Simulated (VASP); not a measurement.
# BN (P6_3mc) in VASP: further runs

BN is run at these levels: PBE, r2SCAN; tasks: single point.

Program: VASP 6.6.1. These are calculated values, not measurements. Logs are shortened: lines on timing, memory, paths and dates and some standing lists are left out, and cuts for length are marked.

### 1 The cell of the first run

The structure is hexagonal, space group P6_3mc (No. 186). The conventional cell has a = 2.394 Å, b = 2.394 Å, c = 3.959 Å, α = 90.00°, β = 90.00°, γ = 120.00°. B (site symmetry 3m) has 4 N at 1.47 to 1.48 Å within 2.0 Å. Within 2.0 Å of N (site symmetry 3m) lie 4 B at 1.47 to 1.48 Å.

### 2 Single point, PBE (strain -5.9%)

The input, INCAR:

```
PREC = Accurate
ENCUT = 520
EDIFF = 1E-6
ISMEAR = -1
SIGMA = 0.02
LREAL = F
LASPH = T
NELM = 100
ALGO = Normal
ISIF = 2
LWAVE = F
LCHARG = T
GGA = PE
LELF = T
LVHAR = T
NBANDS = 16
```

The input, KPOINTS:

```
Automatic mesh
0
Gamma
  12 12 6
```

The input, POSCAR:

```
BN
1.0
    2.3936019098      0.0000000000      0.0000000000
   -1.1968009549      2.0729200604      0.0000000000
    0.0000000000      0.0000000000      3.9591348069
B N
2 2
Direct
    0.6666666667      0.3333333333      0.0007834492
    0.3333333333      0.6666666667      0.5007834492
    0.6666666667      0.3333333333      0.3742165508
    0.3333333333      0.6666666667      0.8742165508
```

Potentials or basis: VASP PAW PBE potentials, release 64 (B, N).

Run with:

```
cat potpaw_PBE.64/B/POTCAR potpaw_PBE.64/N/POTCAR > POTCAR
mpirun -np 1 vasp_std > vasp.out
```

OUTCAR:

```text
PREC = Accurate
   ENCUT = 520
   EDIFF = 1E-6
   ISMEAR = -1
   LREAL = F
   LASPH = T
   NELM = 100
   ISIF = 2
   GGA = PE

 ion  position               nearest neighbor table
   1  0.667  0.333  0.001-   4 1.47   4 1.47   4 1.47   3 1.48
   2  0.333  0.667  0.501-   3 1.47   3 1.47   3 1.47   4 1.48
   3  0.667  0.333  0.374-   2 1.47   2 1.47   2 1.47   1 1.48
   4  0.333  0.667  0.874-   1 1.47   1 1.47   1 1.47   2 1.48

  LATTYP: Found a hexagonal cell.
 ALAT       =     2.3936019098
 C/A-ratio  =     1.6540489840

  Lattice vectors:

 A1 = (   2.3936019098,   0.0000000000,   0.0000000000)
 A2 = (  -1.1968009549,   2.0729200604,   0.0000000000)
 A3 = (   0.0000000000,   0.0000000000,   3.9591348069)

Analysis of symmetry for initial positions (statically):
=====================================================================
 Subroutine PRICEL returns:
 Original cell was already a primitive cell.

 Routine SETGRP: Setting up the symmetry group for a
 hexagonal supercell.

 Subroutine GETGRP returns: Found 12 space group operations
 (whereof  6 operations were pure point group operations)
 out of a pool of 24 trial point group operations.

The static configuration has the point symmetry C_3v.
 The point group associated with its full space group is C_6v.

Analysis of symmetry for dynamics (positions and initial velocities):
=====================================================================
 Subroutine PRICEL returns:
 Original cell was already a primitive cell.

 Routine SETGRP: Setting up the symmetry group for a
 hexagonal supercell.

 Subroutine GETGRP returns: Found 12 space group operations
 (whereof  6 operations were pure point group operations)
 out of a pool of 24 trial point group operations.

The dynamic configuration has the point symmetry C_3v.
 The point group associated with its full space group is C_6v.

 Subroutine INISYM returns: Found 12 space group operations
 (whereof  6 operations are pure point group operations),
 and found     1 'primitive' translations

----------------------------------------------------------------------------------------

                                     Primitive cell

  volume of cell :      19.6442

[... 85 lines left out ...]
   ICHARG =      2    charge: 1-file 2-atom 10-const
   ISPIN  =      1    spin polarized calculation?
   LNONCOLLINEAR =      F non collinear calculations
   LSORBIT =      F    spin-orbit coupling
   LASPH  =      T    aspherical Exc in radial PAW
   ENCUT  =  520.0 eV  38.22 Ry    6.18 a.u.   4.45  4.45  7.36*2*pi/ulx,y,z
   NELM   =    100;   NELMIN=  2; NELMDL= -5     # of ELM steps
   EDIFF  = 0.1E-05   stopping-criterion for ELM
   LREAL  =      F    real-space projection
   EDIFFG = 0.1E-04   stopping-criterion for IOM
   NSW    =      0    number of steps for IOM
   IBRION =     -1    ionic relax: 0-MD 1-quasi-New 2-CG
   NFREE  =      0    steps in history (QN), initial steepest desc. (CG)
   ISIF   =      2    stress and relaxation
   ISYM   =      2    0-nonsym 1-usesym 2-fastsym
   POTIM  = 0.5000    time-step for ionic-motion
   TEBEG  =    0.0;   TEEND  =   0.0 temperature during run
   PSTRESS=    0.0 pullay stress
   NELECT =      16.0000    total number of electrons
   NUPDOWN=      -1.0000    fix difference up-down
   EMIN   =  10.00;   EMAX   =-10.00  energy-range for DOS
   EFERMI =   0.00;   METHOD = LEGACY
   ISMEAR =    -1;   SIGMA  =   0.02  broadening in eV -4-tet -1-fermi 0-gaus
   EFERMI_NEDOS =   21; number of points for ismear=-14 and -15
   IALGO  =     38    algorithm
   IMIX   =      4    mixing-type and parameters
     AMIX     =   0.40;   BMIX     =  1.00
     AMIX_MAG =   1.60;   BMIX_MAG =  1.00
  volume/ion in A,a.u.               =       4.91        33.14
  Fermi-wavevector in a.u.,A,eV,Ry     =   1.528868  2.889141 31.802753  2.337436
  Thomas-Fermi vector in A             =   2.636567
   LORBIT       =      0    0 simple, 1 ext, 2 COOP (PROOUT), +10 PAW based schemes
   GGA     = PE    functional components
   LHFCALC =     F    Hartree Fock is set to
   AEXX    =    0.0000 exact exchange contribution
   IVDW    =     0    specifies the selected vdW correction
   LEPSILON=     F    determine dielectric tensor
   LRPA    =     F    only Hartree local field effects (RPA)
 non-spin polarized calculation
  energy-cutoff  :      520.00
  volume of cell :       19.64
 maximum number of plane-waves:       549
 NGX is ok and might be reduce to    18
   NGX =  9   NGY =  9   NGZ = 15

 number of electron      16.0000006 magnetization

 Free energy of the ion-electron system (eV)
  ---------------------------------------------------
  ext. energy  EPLUGINS =         0.00000000
  ---------------------------------------------------
  free energy    TOTEN  =       -33.63814436 eV

  energy without entropy =      -33.63814436  energy(sigma->0) =      -33.63814436

 E-fermi :  10.5315     XC(G=0): -13.7474

 val. band max:       10.0837333553   @ k =   0.0000   0.0000   0.0000
 cond. band min:      14.8083013613   @ k =   0.3333   0.3333   0.0000
 fundamental gap:      4.7245680060
 Fermi energy:        10.5315145366

 k-point     1 :       0.0000    0.0000    0.0000
  band No.  band energies     occupation
      1     -12.6542      2.00000
      2      -7.5902      2.00000
      3      -2.7674      2.00000
      4       7.5097      2.00000
      5       7.5097      2.00000
      6       9.6598      2.00000
[... 433 lines left out ...]
      3      -0.2569      2.00000
      4       1.4755      2.00000
      5       3.3099      2.00000
      6       4.8844      2.00000
[... 8 lines left out ...]
     15      28.5502      0.00000
     16      29.3586      0.00000

 [... further k-points ...]
[... 5 lines left out ...]
  --------------------------------------------------------------------------------------
  -------------------------------------------------------------------------------------
  Total       12.6709565     12.6709565     13.0101824      0.0000000      0.0000000     -0.0000000
  in kB     1033.4398809   1033.4398809   1061.1070531      0.0000000      0.0000000     -0.0000000
  external PRESSURE =    1042.6622716 kB  Pullay stress =       0.0000000 kB

 VOLUME and BASIS-vectors are now :
 -----------------------------------------------------------------------------
  energy-cutoff  :      520.00
  volume of cell :       19.64
      direct lattice vectors                 reciprocal lattice vectors
     2.393601910  0.000000000  0.000000000     0.417780415  0.241205635  0.000000000
    -1.196800955  2.072920060  0.000000000     0.000000000  0.482411271  0.000000000
     0.000000000  0.000000000  3.959134807     0.000000000  0.000000000  0.252580437

 POSITION                                       TOTAL-FORCE (eV/Angst)
 -----------------------------------------------------------------------------------
      1.19680      0.69097      0.00310        -0.000000      0.000000      0.009123
     -0.00000      1.38195      1.98267         0.000000     -0.000000      0.009123
      1.19680      0.69097      1.48157        -0.000000      0.000000     -0.009123
     -0.00000      1.38195      3.46114         0.000000     -0.000000     -0.009123
 -----------------------------------------------------------------------------------
    total drift:                               -0.000000     -0.000000     -0.000331

  FREE ENERGIE OF THE ION-ELECTRON SYSTEM (eV)
  ---------------------------------------------------
  free  energy   TOTEN  =       -33.6381443611 eV

  energy  without entropy=      -33.6381443611  energy(sigma->0) =      -33.63814436
```

OSZICAR:

```text
N       E                     dE             d eps       ncg     rms          rms(c)
DAV:   1     0.405459377835E+02    0.40546E+02   -0.85633E+03  2440   0.990E+02
DAV:   2    -0.343219620652E+02   -0.74868E+02   -0.70508E+02  3448   0.247E+02
DAV:   3    -0.362798318200E+02   -0.19579E+01   -0.19549E+01  2832   0.361E+01
DAV:   4    -0.362832967499E+02   -0.34649E-02   -0.34648E-02  2944   0.172E+00
DAV:   5    -0.362833043903E+02   -0.76404E-05   -0.76404E-05  2792   0.730E-02    0.112E+01
DAV:   6    -0.339624518523E+02    0.23209E+01   -0.24398E+00  3152   0.144E+01    0.560E+00
DAV:   7    -0.336753414804E+02    0.28711E+00   -0.52428E-01  3240   0.598E+00    0.313E+00
DAV:   8    -0.336388993297E+02    0.36442E-01   -0.58928E-02  2792   0.220E+00    0.305E-01
DAV:   9    -0.336379125451E+02    0.98678E-03   -0.20835E-03  2840   0.554E-01    0.179E-01
DAV:  10    -0.336381397719E+02   -0.22723E-03   -0.35405E-04  2872   0.155E-01    0.247E-02
DAV:  11    -0.336381438248E+02   -0.40529E-05   -0.32238E-05  3008   0.548E-02    0.167E-02
DAV:  12    -0.336381443611E+02   -0.53631E-06   -0.49598E-06  3016   0.230E-02
   1 F= -.33638144E+02 E0= -.33638144E+02  d E =-.409559E-12
```

It took 14 s on 1 thread of AMD EPYC 7R13 (Zen 3), shared host; peak memory 0.1 GiB.

What came out:

```yaml
Free_energy: -33.6381 eV
Pressure: 104.3 GPa
Largest_force: 0.009 eV/Å
Band_gap_on_the_k_mesh: 4.72 eV, indirect (least direct gap 9.09 eV)
```

Forces in eV/Å, atoms in the order of the input:
```
B    0.000  0.000  0.009
B    0.000  0.000  0.009
N    0.000  0.000 -0.009
N    0.000  0.000 -0.009
```

Stress tensor (GPa, compression positive):
```
103.34   0.00   0.00
  0.00 103.34   0.00
  0.00   0.00 106.11
```

Caveat: the cell differs from its parent crystal (strain -5.9%).

### 3 Single point, PBE (uniaxial z strain -5.2%)

The input, INCAR:

```
  PREC = Accurate
  ENCUT = 520
  EDIFF = 1E-6
  ISMEAR = -1
  SIGMA = 0.02
  LREAL = F
  LASPH = T
  NELM = 80
  ALGO = Normal
  ISIF = 2
  LWAVE = F
  LCHARG = F
  GGA = PE
  NBANDS = 16
```

The input, KPOINTS:

```
regular mesh
0
Gamma
  12 12 6
```

The input, POSCAR:

```
BN
1.0
    2.5439493142      0.0000000000      0.0000000000
   -1.2719746571      2.2031247321      0.0000000000
    0.0000000000      0.0000000000      3.9885895243
B N
2 2
Direct
    0.6666666667      0.3333333333     -0.0008170296
    0.3333333333      0.6666666667      0.4991829704
    0.6666666667      0.3333333333      0.3758170296
    0.3333333333      0.6666666667      0.8758170296
```

Potentials or basis: VASP PAW PBE potentials, release 64 (B, N).

Run with:

```
cat potpaw_PBE.64/B/POTCAR potpaw_PBE.64/N/POTCAR > POTCAR
mpirun -np 1 vasp_std > vasp.out
```

Wall time 18 s (1 thread of AMD EPYC 7R13 (Zen 3), shared host); peak memory 0.11 GiB.

The run converged. Its results:

```yaml
Free_energy: -34.5523 eV
Pressure: 29.7 GPa
Largest_force: 0.082 eV/Å
Band_gap_on_the_k_mesh: 5.42 eV, indirect (least direct gap 8.14 eV)
```

Forces in eV/Å, atoms in the order of the input:
```
B    0.000  0.000 -0.082
B    0.000  0.000 -0.082
N    0.000  0.000  0.082
N    0.000  0.000  0.082
```

Stress tensor (GPa, compression positive):
```
 9.45  0.00  0.00
 0.00  9.45  0.00
 0.00  0.00 70.10
```

Levels at points of the mesh, in eV from the valence-band top:
| k point | band 4 | band 5 | band 6 | band 7 | band 8 | band 9 | band 10 | band 11 | band 12 | band 13 |
| --- | --- | --- | --- | --- | --- | --- | --- | --- | --- | --- |
| (0.00, 0.00, 0.00) | -2.66 | -2.66 | -0.05 | 0.00 | 0.00 | 8.14 | 8.14 | 9.15 | 10.28 | 11.56 |
| (0.50, 0.00, 0.00) | -7.62 | -7.21 | -5.58 | -4.71 | -2.01 | 6.38 | 8.59 | 10.69 | 11.86 | 15.14 |
| (0.00, 0.00, 0.50) | -5.36 | -1.49 | -1.49 | -1.49 | -1.49 | 9.29 | 9.29 | 9.91 | 9.91 | 9.91 |
| (0.50, 0.00, 0.50) | -10.44 | -4.10 | -4.10 | -3.37 | -3.37 | 6.89 | 6.89 | 10.84 | 10.84 | 14.94 |

Caveat: the cell differs from its parent crystal (uniaxial z strain -5.2%). A k mesh can miss the band edges.

### 4 Single point, r2SCAN (strain -5.9%)

The input, POSCAR:

```
BN
1.0
    2.3936019098      0.0000000000      0.0000000000
   -1.1968009549      2.0729200604      0.0000000000
    0.0000000000      0.0000000000      3.9591348069
B N
2 2
Direct
    0.6666666667      0.3333333333      0.0007834492
    0.3333333333      0.6666666667      0.5007834492
    0.6666666667      0.3333333333      0.3742165508
    0.3333333333      0.6666666667      0.8742165508
```

The input, INCAR.step1:

```
  PREC = Accurate
  ENCUT = 520
  ISMEAR = 0
  SIGMA = 0.01
  LREAL = False
  LASPH = True
  NELM = 100
  NBANDS = 16
  GGA = PE
  ALGO = Normal
  EDIFF = 1E-4
  LWAVE = True
  LCHARG = False
```

The input, INCAR.step2:

```
  PREC = Accurate
  ENCUT = 520
  EDIFF = 1E-6
  ISMEAR = 0
  SIGMA = 0.01
  LREAL = False
  LASPH = True
  NELM = 100
  ALGO = Normal
  ISIF = 2
  LWAVE = False
  LCHARG = True
  METAGGA = R2SCAN
  LMIXTAU = True
  LELF = True
  LVHAR = True
  NBANDS = 16
  ISTART = 1
```

The input, KPOINTS:

```
Automatic mesh
0
Gamma
  12 12 6
```

Run with:

```
cat potpaw_PBE.64/B/POTCAR potpaw_PBE.64/N/POTCAR > POTCAR
cp INCAR.step1 INCAR
mpirun -np 1 vasp_std > vasp.out
cp INCAR.step2 INCAR
mpirun -np 1 vasp_std > vasp.out
```

Wall time 67 s (1 thread of AMD EPYC 7R13 (Zen 3), shared host); peak memory 0.1 GiB.

It converged, with:

```yaml
Free_energy: -37.1572 eV
Pressure: 101.4 GPa
Largest_force: 0.003 eV/Å
Band_gap_on_the_k_mesh: 5.29 eV, indirect (least direct gap 9.80 eV)
```

Forces in eV/Å, atoms in the order of the input:
```
B    0.000  0.000  0.003
B    0.000  0.000  0.003
N    0.000  0.000 -0.003
N    0.000  0.000 -0.003
```

Stress tensor (GPa, compression positive):
```
100.50   0.00   0.00
  0.00 100.50   0.00
  0.00   0.00 103.21
```

Levels at points of the mesh, in eV from the valence-band top:
```tsv
k point	band 5	band 6	band 7	band 8	band 9	band 10	band 11	band 12
(0.00, 0.00, 0.00)	-2.67	-0.43	0.00	0.00	9.80	9.80	10.35	12.66
(0.50, 0.00, 0.00)	-8.40	-6.25	-5.62	-2.62	7.97	9.13	12.25	13.78
(0.00, 0.00, 0.50)	-1.48	-1.48	-1.48	-1.48	11.67	11.67	11.67	11.67
(0.50, 0.00, 0.50)	-4.73	-4.73	-4.46	-4.46	7.86	7.86	12.01	12.01
```

Caveat: the cell differs from its parent crystal (strain -5.9%); the PAW data sets were made with another functional, which shifts forces and pressure a little. A k mesh can miss the band edges.

### 5 Single point, r2SCAN (uniaxial z strain -5.2%)

The input, POSCAR:

```
BN
1.0
    2.5439493142      0.0000000000      0.0000000000
   -1.2719746571      2.2031247321      0.0000000000
    0.0000000000      0.0000000000      3.9885895243
B N
2 2
Direct
    0.6666666667      0.3333333333     -0.0008170296
    0.3333333333      0.6666666667      0.4991829704
    0.6666666667      0.3333333333      0.3758170296
    0.3333333333      0.6666666667      0.8758170296
```

The input, INCAR.step1:

```
PREC     = Accurate       # precision mode
ENCUT    = 520            # plane-wave cutoff, eV
ISMEAR   = 0              # smearing method
SIGMA    = 0.01           # smearing width, eV
LREAL    = F              # projectors in reciprocal space
LASPH    = T              # aspherical terms in the spheres
NELM     = 80             # most SCF steps
NBANDS   = 16             # bands
GGA      = PE             # functional
ALGO     = Normal         # electronic algorithm
EDIFF    = 1E-4           # SCF threshold, eV
LWAVE    = T              # write WAVECAR
LCHARG   = F              # write CHGCAR
```

The input, INCAR.step2:

```
PREC     = Accurate       # precision mode
ENCUT    = 520            # plane-wave cutoff, eV
EDIFF    = 1E-6           # SCF threshold, eV
ISMEAR   = 0              # smearing method
SIGMA    = 0.01           # smearing width, eV
LREAL    = F              # projectors in reciprocal space
LASPH    = T              # aspherical terms in the spheres
NELM     = 80             # most SCF steps
ALGO     = Normal         # electronic algorithm
ISIF     = 2              # what is computed and relaxed
LWAVE    = F              # write WAVECAR
LCHARG   = T              # write CHGCAR
METAGGA  = R2SCAN         # meta-GGA
LMIXTAU  = T            
LELF     = T              # ELF
LVHAR    = T            
NBANDS   = 16             # bands
ISTART   = 1
```

KPOINTS is that of step 4.

Run with:

```
cat potpaw_PBE.64/B/POTCAR potpaw_PBE.64/N/POTCAR > POTCAR
cp INCAR.step1 INCAR
mpirun -np 1 vasp_std > vasp.out
cp INCAR.step2 INCAR
mpirun -np 1 vasp_std > vasp.out
```

Wall time 71 s (1 thread of AMD EPYC 7R13 (Zen 3), shared host); peak memory 0.11 GiB.

The run converged. Its results:

| Quantity | Value |
| --- | --- |
| Free energy | -38.0131 eV |
| Pressure | 26.1 GPa |
| Largest force | 0.012 eV/Å |
| Band gap on the k mesh | 5.97 eV, indirect (least direct gap 8.83 eV) |

Forces on the atoms (eV/Å):
```
B    0.000  0.000 -0.012
B    0.000  0.000 -0.012
N    0.000  0.000  0.012
N    0.000  0.000  0.012
```

Stress tensor (GPa, compression positive):
```
 5.29  0.00  0.00
 0.00  5.29  0.00
 0.00  0.00 67.72
```

Levels at points of the mesh, in eV from the valence-band top:
| k point | band 6 | band 7 | band 8 | band 9 | band 10 | band 11 |
| --- | --- | --- | --- | --- | --- | --- |
| (0.00, 0.00, 0.00) | -0.04 | 0.00 | 0.00 | 8.83 | 8.83 | 9.80 |
| (0.50, 0.00, 0.00) | -5.79 | -4.83 | -2.08 | 6.94 | 9.25 | 11.46 |
| (0.00, 0.00, 0.50) | -1.54 | -1.54 | -1.54 | 10.01 | 10.01 | 10.65 |
| (0.50, 0.00, 0.50) | -4.26 | -3.52 | -3.52 | 7.51 | 7.51 | 11.55 |

Caveat: the cell differs from its parent crystal (uniaxial z strain -5.2%); the PAW data sets were made with another functional, which shifts forces and pressure a little. A k mesh can miss the band edges.

### 6 The runs side by side

| level | cell | smearing | gap on the mesh (eV) | pressure (GPa) | largest force (eV/Å) |
| --- | --- | --- | --- | --- | --- |
| PBE | a = 2.394, b = 2.394, c = 3.959 Å, angles 90.0, 90.0, 120.0°, 4 atoms | fermi-dirac 0.02 eV | 4.72 | 104.3 | 0.01 |
| PBE | a = 2.544, b = 2.544, c = 3.989 Å, angles 90.0, 90.0, 120.0°, 4 atoms | fermi-dirac 0.02 eV | 5.42 | 29.7 | 0.08 |
| r2SCAN | a = 2.394, b = 2.394, c = 3.959 Å, angles 90.0, 90.0, 120.0°, 4 atoms | gaussian 0.01 eV | 5.29 | 101.4 | - |
| r2SCAN | a = 2.544, b = 2.544, c = 3.989 Å, angles 90.0, 90.0, 120.0°, 4 atoms | gaussian 0.01 eV | 5.97 | 26.1 | 0.01 |

Alike in all rows: task single point; potentials or basis VASP PAW PBE potentials, release 64 (B, N); no spin polarisation; k mesh 12 × 12 × 6; cutoff (eV) 520.

Caveats: the PAW data sets were made with another functional, which shifts forces and pressure a little (some runs).

Total energies depend on the potentials used, so only differences within one code and one set of settings carry meaning.
